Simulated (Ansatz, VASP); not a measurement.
# Two plane-wave programs on BaTe

The input INCAR:

```
SYSTEM = BaTe
ALGO = Normal ; EDIFF = 1E-6
ENCUT = 520 ; GGA = PE
ISIF = 2 ; ISMEAR = 0
IVDW = 12 ; LASPH = .True.
LCHARG = .True. ; LELF = .True.
LREAL = .False. ; LVHAR = .True.
LWAVE = .False. ; NBANDS = 15
NELM = 100 ; PREC = Accurate
SIGMA = 0.05
```

The input KPOINTS:

```
k-points
0
Gamma
  6 6 6
  0 0 0
```

Contents of POSCAR:

```
BaTe
1.0
    0.0000000000      3.5079635690      3.5079635690
    3.5079635690      0.0000000000      3.5079635690
    3.5079635690      3.5079635690      0.0000000000
Ba Te
1 1
Direct
    0.5000000000      0.5000000000      0.5000000000
    0.0000000000      0.0000000000      0.0000000000
```

Input for Ansatz:

```yaml
crystal:
  lattice:
    - [0.0, 3.507963569, 3.507963569]
    - [3.507963569, 0.0, 3.507963569]
    - [3.507963569, 3.507963569, 0.0]
  atoms:
    - { symbol: Ba, position: [0.5, 0.5, 0.5] }
    - { symbol: Te, position: [0.0, 0.0, 0.0] }
basis:
  ecutwfc: 420
  ecutrho_ratio: 4
kpoints:
  mp_grid: { grid: [6, 6, 6] }
hamiltonian:
  xc: pbe
  dispersion: d3bj
scf:
  occupations: { method: gaussian, width: 0.05 }
output:
  forces: true
  stress: true
  eigenvalues: true
```

Alike in both runs: task single point; functional PBE; dispersion D3(BJ); k mesh 6 × 6 × 6; occupations gaussian, width 0.05 eV; no spin polarisation.

|  | VASP | Ansatz |
| --- | --- | --- |
| version | VASP 6.6.1 | Ansatz 0.2.0 |
| potentials or method | VASP PAW PBE potentials, release 64 (Ba_sv, Te), cutoff 520 eV | scalar-relativistic, plane waves, PAW |
| valence electrons in the cell | 16 | 26 |

```csv
,VASP,Ansatz,Ansatz less VASP
gap on the k mesh at the Fermi level (eV),1.53,1.62,+0.081
least direct gap on the mesh (eV),1.92,1.97,+0.051
pressure (GPa),-0.3,-0.6,-0.32
```

VASP's potentials hold 16 valence electrons a cell and Ansatz's 26, so a difference there can come from the potentials and not from the codes.

Neither program's run includes spin-orbit coupling.
